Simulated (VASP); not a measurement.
# FePt (P4/mmm) in VASP: further runs

Runs on FePt. Level: PBEsol. Tasks: single point.

Program: VASP 6.6.1. These are calculated values, not measurements. Logs are shortened: lines on timing, memory, paths and dates and some standing lists are left out, and cuts for length are marked.

## Step 1: The cell of the first run

The structure is tetragonal, space group P4/mmm (No. 123). Conventional cell: a = 2.724 Å, b = 2.724 Å, c = 3.720 Å, α = 90.00°, β = 90.00°, γ = 90.00°. Within 3.5 Å of Pt (site symmetry 4/mmm) lie 8 Fe at 2.68 Å and 4 Pt at 2.72 Å. Within 3.5 Å of Fe (site symmetry 4/mmm) lie 8 Pt at 2.68 Å and 4 Fe at 2.72 Å.

## Step 2: Single point, PBEsol

The input, INCAR:

```
  ALGO = Normal
  EDIFF = 1E-7
  ENCUT = 520
  GGA = PS
  ISIF = 2
  ISMEAR = -1
  LASPH = T
  LCHARG = T
  LELF = T
  LREAL = F
  LVHAR = T
  LWAVE = F
  NBANDS = 16
  NELM = 100
  PREC = Accurate
  SIGMA = 0.05
```

The input, KPOINTS:

```
k-points
0
Gamma
  10 10 7
```

The input, POSCAR:

```
FePt
1.0
    2.7235000000      0.0000000000      0.0000000000
    0.0000000000      2.7235000000      0.0000000000
    0.0000000000      0.0000000000      3.7200000000
Pt Fe
1 1
Direct
    0.5000000000      0.5000000000      0.5000000000
    0.0000000000      0.0000000000      0.0000000000
```

Potentials or basis: VASP PAW PBE potentials, release 64 (Pt, Fe).

Command:

```console
$ cat potpaw_PBE.64/Pt/POTCAR potpaw_PBE.64/Fe/POTCAR > POTCAR
$ mpirun -np 1 vasp_std > vasp.out
```

OUTCAR:

```text
EDIFF = 1E-7
   ENCUT = 520
   GGA = PS
   ISIF = 2
   ISMEAR = -1
   LASPH = T
   LREAL = F
   NELM = 100
   PREC = Accurate

 ion  position               nearest neighbor table
   1  0.500  0.500  0.500-   2 2.68   2 2.68   2 2.68   2 2.68   2 2.68   2 2.68   2 2.68   2 2.68

   2  0.000  0.000  0.000-   1 2.68   1 2.68   1 2.68   1 2.68   1 2.68   1 2.68   1 2.68   1 2.68

  LATTYP: Found a simple tetragonal cell.
 ALAT       =     2.7235000000
 C/A-ratio  =     1.3658894804

  Lattice vectors:

 A1 = (   2.7235000000,   0.0000000000,   0.0000000000)
 A2 = (   0.0000000000,   2.7235000000,   0.0000000000)
 A3 = (   0.0000000000,   0.0000000000,   3.7200000000)

Analysis of symmetry for initial positions (statically):
=====================================================================
 Subroutine PRICEL returns:
 Original cell was already a primitive cell.

 Routine SETGRP: Setting up the symmetry group for a
 simple tetragonal supercell.

 Subroutine GETGRP returns: Found 16 space group operations
 (whereof 16 operations were pure point group operations)
 out of a pool of 16 trial point group operations.

The static configuration has the point symmetry D_4h.

Analysis of symmetry for dynamics (positions and initial velocities):
=====================================================================
 Subroutine PRICEL returns:
 Original cell was already a primitive cell.

 Routine SETGRP: Setting up the symmetry group for a
 simple tetragonal supercell.

 Subroutine GETGRP returns: Found 16 space group operations
 (whereof 16 operations were pure point group operations)
 out of a pool of 16 trial point group operations.

The dynamic configuration has the point symmetry D_4h.

 Subroutine INISYM returns: Found 16 space group operations
 (whereof 16 operations are pure point group operations),
 and found     1 'primitive' translations

----------------------------------------------------------------------------------------

                                     Primitive cell

  volume of cell :      27.5929

  direct lattice vectors                    reciprocal lattice vectors
     2.723500000  0.000000000  0.000000000     0.367174592  0.000000000  0.000000000
     0.000000000  2.723500000  0.000000000     0.000000000  0.367174592  0.000000000
     0.000000000  0.000000000  3.720000000     0.000000000  0.000000000  0.268817204

  length of vectors
     2.723500000  2.723500000  3.720000000     0.367174592  0.367174592  0.268817204

  position of ions in fractional coordinates (direct lattice)
     0.500000000  0.500000000  0.500000000
     0.000000000  0.000000000  0.000000000

  ion indices of the primitive-cell ions
   primitive index   ion index
                 1           1
                 2           2

----------------------------------------------------------------------------------------

 KPOINTS: k-points

Automatic generation of k-mesh.
 Grid dimensions read from file:
 generate k-points for:   10   10    7

 Generating k-lattice:

  Cartesian coordinates                     Fractional coordinates (reciprocal lattice)
     0.036717459  0.000000000  0.000000000     0.100000000  0.000000000  0.000000000
     0.000000000  0.036717459  0.000000000     0.000000000  0.100000000  0.000000000
     0.000000000  0.000000000  0.038402458     0.000000000  0.000000000  0.142857143

  Length of vectors
     0.036717459  0.036717459  0.038402458

  Shift w.r.t. Gamma in fractional coordinates (k-lattice)
     0.000000000  0.000000000  0.000000000

 Subroutine IBZKPT returns following result:
 ===========================================

 Found     84 irreducible k-points:

 Following reciprocal coordinates:
            Coordinates               Weight
  0.000000  0.000000  0.000000      1.000000
  0.100000  0.000000  0.000000      4.000000
  0.200000  0.000000  0.000000      4.000000
  0.300000  0.000000  0.000000      4.000000
  0.400000  0.000000  0.000000      4.000000
  0.500000  0.000000  0.000000      2.000000
[... 16 lines left out ...]
  0.100000  0.000000  0.142857      8.000000
  0.200000  0.000000  0.142857      8.000000
 [... further k-points ...]
   k-points           NKPTS =     84   k-points in BZ     NKDIM =     84   number of bands    NBANDS=     16
   number of dos      NEDOS =    301   number of ions     NIONS =      2
   total plane-waves  NPLWV =  11200
   dimension x,y,z NGX =    20 NGY =   20 NGZ =   28
   dimension x,y,z NGXF=    40 NGYF=   40 NGZF=   56
   ions per type =               1   1
   NGX,Y,Z   is equivalent  to a cutoff of  12.21, 12.21, 12.51 a.u.
   NGXF,Y,Z  is equivalent  to a cutoff of  24.42, 24.42, 25.03 a.u.
 SYSTEM =  unknown system
   PREC   = accura    normal or accurate (medium, high low for compatibility)
   ISTART =      0    job   : 0-new  1-cont  2-samecut
   ICHARG =      2    charge: 1-file 2-atom 10-const
   ISPIN  =      1    spin polarized calculation?
[... 114 lines left out ...]
      6       6.4298      2.00000
[... 8 lines left out ...]
     15      21.9746      0.00000
     16      23.3780      0.00000

 k-point     6 :       0.5000    0.0000    0.0000
  band No.  band energies     occupation
      1       2.1722      2.00000
      2       3.5188      2.00000
      3       3.8781      2.00000
      4       4.6813      2.00000
      5       5.5511      2.00000
      6       6.3863      2.00000
[... 8 lines left out ...]
     15      21.0967      0.00000
     16      22.0171      0.00000

 k-point     7 :       0.1000    0.1000    0.0000
  band No.  band energies     occupation
      1      -0.5867      2.00000
      2       2.5449      2.00000
      3       2.6271      2.00000
      4       5.2167      2.00000
      5       5.4897      2.00000
      6       6.7428      2.00000
[... 8 lines left out ...]
     15      19.7940      0.00000
     16      26.1205      0.00000

 k-point     8 :       0.2000    0.1000    0.0000
  band No.  band energies     occupation
      1       0.1330      2.00000
      2       2.8447      2.00000
      3       3.1960      2.00000
      4       4.7296      2.00000
      5       5.5126      2.00000
      6       6.2843      2.00000
[... 8 lines left out ...]
     15      20.5974      0.00000
     16      26.2481      0.00000

 k-point     9 :       0.3000    0.1000    0.0000
  band No.  band energies     occupation
      1       1.1206      2.00000
      2       3.2282      2.00000
      3       3.9433      2.00000
      4       4.1030      2.00000
      5       5.5379      2.00000
      6       5.8448      2.00000
[... 8 lines left out ...]
     15      21.7945      0.00000
     16      24.5565      0.00000
[... 172 lines left out ...]
 k-point    19 :       0.4000    0.4000    0.0000
  band No.  band energies     occupation
      1       1.9439      2.00000
      2       3.2208      2.00000
      3       3.2632      2.00000
      4       3.2814      2.00000
      5       7.0482      2.00000
      6       8.1132      1.98602
[... 8 lines left out ...]
     15      20.0864      0.00000
     16      20.9024      0.00000

 k-point    20 :       0.5000    0.4000    0.0000
  band No.  band energies     occupation
      1       1.7880      2.00000
      2       3.0649      2.00000
      3       3.1982      2.00000
      4       3.2731      2.00000
      5       7.5749      2.00000
      6       8.4067      0.57224
[... 8 lines left out ...]
     15      19.9928      0.00000
     16      20.6936      0.00000

 k-point    21 :       0.5000    0.5000    0.0000
  band No.  band energies     occupation
      1       1.6047      2.00000
      2       3.0211      2.00000
      3       3.0211      2.00000
      4       3.2455      2.00000
      5       8.6755      0.00370
      6       8.7888      0.00038
[... 8 lines left out ...]
     15      19.7439      0.00000
     16      20.8707      0.00000

 k-point    22 :       0.0000    0.0000    0.1429
  band No.  band energies     occupation
      1      -0.8687      2.00000
      2       2.2688      2.00000
      3       2.4385      2.00000
      4       5.5821      2.00000
      5       5.5821      2.00000
      6       6.6298      2.00000
[... 8 lines left out ...]
     15      20.8062      0.00000
     16      25.2326      0.00000

 k-point    23 :       0.1000    0.0000    0.1429
  band No.  band energies     occupation
      1      -0.6110      2.00000
      2       2.4058      2.00000
      3       2.6157      2.00000
      4       5.3351      2.00000
      5       5.6323      2.00000
      6       6.7264      2.00000
[... 8 lines left out ...]
     15      21.2655      0.00000
     16      25.3089      0.00000

 k-point    24 :       0.2000    0.0000    0.1429
  band No.  band energies     occupation
      1       0.0883      2.00000
      2       2.6838      2.00000
      3       3.2268      2.00000
      4       4.7459      2.00000
      5       5.7553      2.00000
      6       6.5846      2.00000
[... 8 lines left out ...]
     15      22.5116      0.00000
     16      24.1870      0.00000

 [... further k-points ...]

------------------------ aborting loop because EDIFF is reached ----------------------------------------

  FORCE on cell =-STRESS in cart. coord.  units (eV):
  Direction    XX          YY          ZZ          XY          YZ          ZX
  --------------------------------------------------------------------------------------
  -------------------------------------------------------------------------------------
  Total       -4.1259434     -4.1259434     -3.4450959      0.0000000      0.0000000     -0.0000000
  in kB     -239.5720499   -239.5720499   -200.0387783      0.0000000      0.0000000     -0.0000000
  external PRESSURE =    -226.3942927 kB  Pullay stress =       0.0000000 kB

 VOLUME and BASIS-vectors are now :
 -----------------------------------------------------------------------------
  energy-cutoff  :      520.00
  volume of cell :       27.59
      direct lattice vectors                 reciprocal lattice vectors
     2.723500000  0.000000000  0.000000000     0.367174592  0.000000000  0.000000000
     0.000000000  2.723500000  0.000000000     0.000000000  0.367174592  0.000000000
     0.000000000  0.000000000  3.720000000     0.000000000  0.000000000  0.268817204

 POSITION                                       TOTAL-FORCE (eV/Angst)
 -----------------------------------------------------------------------------------
      1.36175      1.36175      1.86000         0.000000      0.000000      0.000000
      0.00000      0.00000      0.00000         0.000000      0.000000      0.000000
 -----------------------------------------------------------------------------------
    total drift:                               -0.000000      0.000000      0.000000

  FREE ENERGIE OF THE ION-ELECTRON SYSTEM (eV)
  ---------------------------------------------------
  free  energy   TOTEN  =       -15.5886931058 eV

  energy  without entropy=      -15.5530304537  energy(sigma->0) =      -15.57086178
```

It took 41 s on 1 thread of Intel Xeon Platinum 8375C at 2.90GHz (Ice Lake), shared host; peak memory 0.16 GiB.

Results:

| Item | Value |
| --- | --- |
| Free energy | -15.5887 eV |
| Pressure | -22.6 GPa |
| Band gap on the k mesh | zero (bands 9 and 10 overlap by 1.29 eV) |

Caveat: the cell stands under tension; the PAW data sets were made with another functional, which shifts forces and pressure a little; spin-orbit coupling is left out, which moves the levels of the heavy elements; the run has no spin polarisation, though such a crystal can be magnetic. Spin polarisation is off, so any magnetic state and its effect on volume and gap are missing.

## Step 3: Single point, PBEsol, collinear spin, ferromagnetic start

The input, INCAR:

```
SYSTEM = FePt
  ALGO = Fast
  EDIFF = 1E-6
  ENCUT = 520
  GGA = PS
  ISIF = 2
  ISMEAR = -1
  ISPIN = 2
  LASPH = .TRUE.
  LCHARG = .FALSE.
  LMAXMIX = 4
  LORBIT = 11
  LREAL = .FALSE.
  LWAVE = .FALSE.
  MAGMOM = 0 3
  NBANDS = 20
  NELM = 150
  PREC = Accurate
  SIGMA = 0.05
```

The input, KPOINTS:

```
k-points
0
G
  10 10 7
  0 0 0
```

POSCAR is that of step 2.

Potentials or basis: VASP PAW PBE potentials, release 64 (Pt, Fe).

Command:

```console
$ cat potpaw_PBE.64/Pt/POTCAR potpaw_PBE.64/Fe/POTCAR > POTCAR
$ mpirun -np 1 vasp_std > vasp.out
```

Run time: 1.7 min. Hardware: 1 thread of Intel Xeon Platinum 8375C at 2.90GHz (Ice Lake), shared host; peak memory 0.19 GiB.

The run converged. Its results:

* Free energy: -16.2807 eV
* Pressure: -6.3 GPa
* Net moment: 3.27 μB per cell
* Site moments: Pt +0.34; Fe +2.90 μB
* Valence electrons inside the program's atomic spheres: Pt 9.42; Fe 6.99

Stress tensor (GPa, compression positive):
```
-6.66  0.00  0.00
 0.00 -6.66  0.00
 0.00  0.00 -5.70
```

Levels at points of the mesh, in eV from the Fermi level:
Spin up:
```
           k point  band 7  band 8  band 9  band 10  band 11  band 12  band 13  band 14  band 15  band 16
(0.00, 0.00, 0.00)   -2.11   -1.91   -0.52    -0.39    -0.39     2.19     9.72    11.58    11.58    17.15
(0.50, 0.00, 0.00)   -2.69   -2.51   -2.15    -1.64     0.12     2.00    10.39    10.49    12.47    13.23
(0.50, 0.50, 0.00)   -0.52   -0.47   -0.47     0.54     1.52     1.52     7.53     9.99    10.82    12.28
```
Spin down:
```tsv
k point	band 6	band 7	band 8	band 9	band 10	band 11
(0.00, 0.00, 0.00)	-0.78	-0.78	0.55	1.62	1.67	1.67
(0.50, 0.00, 0.00)	-1.39	-1.20	-0.92	0.46	0.68	2.33
(0.50, 0.50, 0.00)	1.20	1.61	1.72	1.72	1.74	1.74
```

Caveat: the cell stands under tension; the PAW data sets were made with another functional, which shifts forces and pressure a little; spin-orbit coupling is left out, which moves the levels of the heavy elements.

## Step 4: Single point, PBEsol, collinear spin, ferromagnetic start

The input, INCAR:

```
ALGO     = Normal         # electronic algorithm
EDIFF    = 1E-6           # SCF threshold, eV
ENCUT    = 520            # plane-wave cutoff, eV
GGA      = PS             # functional
ISIF     = 2              # what is computed and relaxed
ISMEAR   = -1             # smearing method
ISPIN    = 2              # spin polarisation
LASPH    = T              # aspherical terms in the spheres
LCHARG   = F              # write CHGCAR
LMAXMIX  = 4              # l up to which the mixer works
LORBIT   = 11             # projections on sites
LREAL    = F              # projectors in reciprocal space
LWAVE    = F              # write WAVECAR
MAGMOM   = 0 -1.84        # initial moments
NBANDS   = 20             # bands
NELM     = 150            # most SCF steps
PREC     = Accurate       # precision mode
SIGMA    = 0.05           # smearing width, eV
```

The input, KPOINTS:

```
k-points
0
Gamma
  10 10 7
```

POSCAR is that of step 3.

Command:

```console
$ cat potpaw_PBE.64/Pt/POTCAR potpaw_PBE.64/Fe/POTCAR > POTCAR
$ mpirun -np 1 vasp_std > vasp.out
```

It took 93 s on 1 thread of Intel Xeon Platinum 8375C at 2.90GHz (Ice Lake), shared host; peak memory 0.19 GiB.

The run converged. Its results:

```
Free energy                                           : -16.2807 eV
Pressure                                              : -6.5 GPa
Net moment                                            : -3.27 μB per cell
Site moments                                          : Pt -0.34; Fe -2.91 μB
Valence electrons inside the program's atomic spheres : Pt 9.42; Fe 6.99
```

Stress tensor (GPa, compression positive):
```
-6.79  0.00  0.00
 0.00 -6.79  0.00
 0.00  0.00 -5.79
```

Levels at points of the mesh, in eV from the Fermi level:
Spin up:
```
           k point  band 5  band 6  band 7  band 8  band 9  band 10  band 11  band 12
(0.00, 0.00, 0.00)   -2.39   -0.78   -0.78    0.55    1.62     1.67     1.67     2.43
(0.50, 0.00, 0.00)   -2.47   -1.39   -1.20   -0.92    0.46     0.69     2.33     2.56
(0.50, 0.50, 0.00)    0.91    1.20    1.61    1.72    1.72     1.74     1.74     1.76
```
Spin down:
| k point | band 8 | band 9 | band 10 | band 11 | band 12 | band 13 | band 14 | band 15 |
| --- | --- | --- | --- | --- | --- | --- | --- | --- |
| (0.00, 0.00, 0.00) | -1.91 | -0.52 | -0.39 | -0.39 | 2.19 | 9.71 | 11.58 | 11.58 |
| (0.50, 0.00, 0.00) | -2.51 | -2.15 | -1.64 | 0.12 | 2.00 | 10.39 | 10.49 | 12.47 |
| (0.50, 0.50, 0.00) | -0.47 | -0.47 | 0.54 | 1.52 | 1.52 | 7.53 | 9.99 | 10.82 |

Caveat: the cell stands under tension; the PAW data sets were made with another functional, which shifts forces and pressure a little; spin-orbit coupling is left out, which moves the levels of the heavy elements.

## Step 5: Single point, PBEsol, collinear spin, ferromagnetic start

The input, INCAR:

```
SYSTEM = FePt
PREC = Accurate
ENCUT = 520
EDIFF = 1E-6
ISMEAR = -1
SIGMA = 0.05
LREAL = .FALSE.
LASPH = .TRUE.
NELM = 150
ALGO = Normal
ISIF = 2
LWAVE = .FALSE.
LCHARG = .FALSE.
ISPIN = 2
MAGMOM = 0 4.5
LORBIT = 11
LMAXMIX = 4
GGA = PS
NBANDS = 20
```

The input, KPOINTS:

```
Automatic mesh
0
G
  10 10 7
  0 0 0
```

POSCAR is that of step 4.

Command:

```console
$ cat potpaw_PBE.64/Pt/POTCAR potpaw_PBE.64/Fe/POTCAR > POTCAR
$ mpirun -np 1 vasp_std > vasp.out
```

Wall time 1.7 min (1 thread of Intel Xeon Platinum 8375C at 2.90GHz (Ice Lake), shared host); peak memory 0.19 GiB.

Results (log left out):

```
Free energy                                           : -16.2807 eV
Pressure                                              : -6.3 GPa
Net moment                                            : 3.27 μB per cell
Site moments                                          : Pt +0.34; Fe +2.90 μB
Valence electrons inside the program's atomic spheres : Pt 9.42; Fe 6.99
```

Stress tensor (GPa, compression positive):
```
-6.62  0.00  0.00
 0.00 -6.62  0.00
 0.00  0.00 -5.67
```

Levels at points of the mesh, in eV from the Fermi level:
Spin up:
```tsv
k point	band 9	band 10	band 11	band 12	band 13	band 14
(0.00, 0.00, 0.00)	-0.51	-0.39	-0.39	2.19	9.72	11.58
(0.50, 0.00, 0.00)	-2.15	-1.64	0.12	2.00	10.39	10.49
(0.50, 0.50, 0.00)	-0.47	0.54	1.52	1.52	7.53	9.99
```
Spin down:
```tsv
k point	band 4	band 5	band 6	band 7	band 8	band 9	band 10	band 11	band 12	band 13
(0.00, 0.00, 0.00)	-2.38	-2.38	-0.78	-0.77	0.55	1.62	1.67	1.67	2.43	10.56
(0.50, 0.00, 0.00)	-3.52	-2.47	-1.39	-1.20	-0.92	0.46	0.68	2.33	2.56	11.21
(0.50, 0.50, 0.00)	-4.80	0.91	1.20	1.61	1.72	1.72	1.74	1.74	1.76	8.36
```

Caveat: the cell stands under tension; the PAW data sets were made with another functional, which shifts forces and pressure a little; spin-orbit coupling is left out, which moves the levels of the heavy elements.
